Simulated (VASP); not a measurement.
Input of a VASP 6.6.1 run:

File INCAR:

```
  PREC = Accurate
  ENCUT = 600
  EDIFF = 1E-6
  ISMEAR = 0
  SIGMA = 0.02
  LREAL = False
  LASPH = True
  NELM = 60
  ALGO = Normal
  ISIF = 4
  LWAVE = False
  LCHARG = False
  GGA = PE
  IBRION = 2
  NSW = 50
  EDIFFG = -0.01
```

Contents of KPOINTS:

```
regular mesh
0
Gamma
  6 6 4
```

Contents of POSCAR:

```
NaCl
1.0
    3.8073538240      0.0000000000      0.0000000000
    0.0000000000      3.8073538240      0.0000000000
    0.0000000000      0.0000000000      6.0634553312
Na Cl
1 1
Direct
    0.5000000000      0.5000000000      0.5000000000
    0.0000000000      0.0000000000      0.5000000000
```

Potentials or basis: VASP PAW PBE potentials, release 64 (Na_pv, Cl).

The run is started by

```bash
$ cat potpaw_PBE.64/Na_pv/POTCAR potpaw_PBE.64/Cl/POTCAR > POTCAR
$ mpirun -np 1 vasp_std > vasp.out
```

Task: Estimate the band gap on the k mesh.

Result: 4.53 eV (least direct gap 4.60 eV).

The path:
| step | energy change (eV) | largest force (eV/Å) | pressure (GPa) | volume (Å³) |
| --- | --- | --- | --- | --- |
| 1 | 0.0000 | 0.0000 | 0.42 | 87.90 |
| 2 | -0.0015 | 0.0000 | 0.31 | 87.90 |
| 3 | -0.0034 | 0.0000 | 0.03 | 87.90 |

A k mesh can miss the band edges.
